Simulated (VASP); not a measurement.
## KI: single point with PBEsol

KI:

```xyz
2
Lattice="0.0000 3.5246 3.4188 3.5246 0.0000 3.4188 3.5246 3.5246 0.0000" Properties=species:S:1:pos:R:3 pbc="T T T"
K     0.0000    0.0000    0.0000
I     3.5246    3.5246    3.4188
```

This cell differs from its parent crystal: strain -0.0300 x Voigt [0, 0, 1, 0, 0, 0].

```yaml
Program: VASP 6.6.1
Task: single point
Functional: PBEsol
Potentials_or_basis: VASP PAW PBE potentials, release 64 (K_sv, I)
Cutoff: 520 eV
k_mesh: 6 × 6 × 6
Occupations: gaussian, width 0.05 eV
Spin: no spin polarisation
```

The pressure is 0.2 GPa and the band gap on the k mesh is 3.88 eV, direct.

Stress tensor (GPa, compression positive):
```
-0.07  0.00  0.00
 0.00 -0.07  0.00
 0.00  0.00  0.85
```

Levels at points of the mesh, in eV from the valence-band top:
```tsv
k point	band 5	band 6	band 7	band 8	band 9	band 10	band 11	band 12
(0.00, 0.00, 0.00)	-10.61	-0.01	-0.01	0.00	3.89	6.34	6.34	6.53
(0.50, 0.00, 0.00)	-10.25	-1.45	-0.39	-0.38	5.41	7.70	8.01	8.26
(0.50, 0.50, 0.00)	-10.44	-1.06	-0.44	-0.44	4.73	5.76	8.15	8.80
(0.50, 0.00, 0.50)	-10.45	-1.10	-0.40	-0.37	4.76	5.75	8.07	8.78
```

Run time: 52 s on 1 thread of Intel(R) Xeon(R) Platinum 8488C (Sapphire Rapids), on a shared host, peak memory 0.24 GiB.

Caveat: the cell differs from its parent crystal (strain -0.0300 x Voigt [0, 0, 1, 0, 0, 0]); the PAW data sets were made with another functional, which shifts forces and pressure a little; spin-orbit coupling is left out, which moves the levels of the heavy elements.
